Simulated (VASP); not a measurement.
Sr2CdP3, 6 atoms in the cell. The structure is hexagonal, space group P6/mmm (No. 191). The conventional cell has a = 5.219 Å, b = 5.219 Å, c = 9.415 Å, α = 90.00°, β = 90.00°, γ = 120.00°. Sr (site symmetry -6m2) has 3 Sr at 3.01 Å and 9 P at 3.01 to 3.78 Å within 4.0 Å. Within 3.2 Å of Cd (site symmetry 6/mmm) lie 2 P at 2.42 Å. Within 3.0 Å of P (site symmetry 6mm) lie 1 P at 2.29 Å and 1 Cd at 2.42 Å. P (site symmetry 6/mmm) has 2 P at 2.29 Å and 6 Sr at 3.01 Å within 3.1 Å. The cell was built from a structure type or drawn by symmetry, and may not be a known phase.

- Program: VASP 6.6.1
- Task: single point
- Functional: PBE
- Potentials or basis: VASP PAW PBE potentials, release 64 (Sr_sv, Cd, P)
- Cutoff: 520 eV
- k mesh: 12 × 12 × 4
- Occupations: gaussian, width 0.1 eV
- Spin: no spin polarisation
- Dipole correction: no
- Further INCAR settings: ALGO = Normal; EDIFF = 1e-07; NBANDS = 32

Potentials or basis: VASP PAW PBE potentials, release 64 (Sr_sv, Cd, P).

Run with:

```console
$ cat potpaw_PBE.64/Sr_sv/POTCAR potpaw_PBE.64/Cd/POTCAR potpaw_PBE.64/P/POTCAR > POTCAR
$ mpirun -np 1 vasp_std > vasp.out
```

Hardware: 1 thread of Intel(R) Xeon(R) 6975P-C (Granite Rapids), on a shared host.

Q: How long does it take, and how much memory?

A: It took 5.1 min on 1 thread of Intel(R) Xeon(R) 6975P-C (Granite Rapids) (shared host), peak memory 0.58 GiB. Counts: scf iterations 18, k points 57.
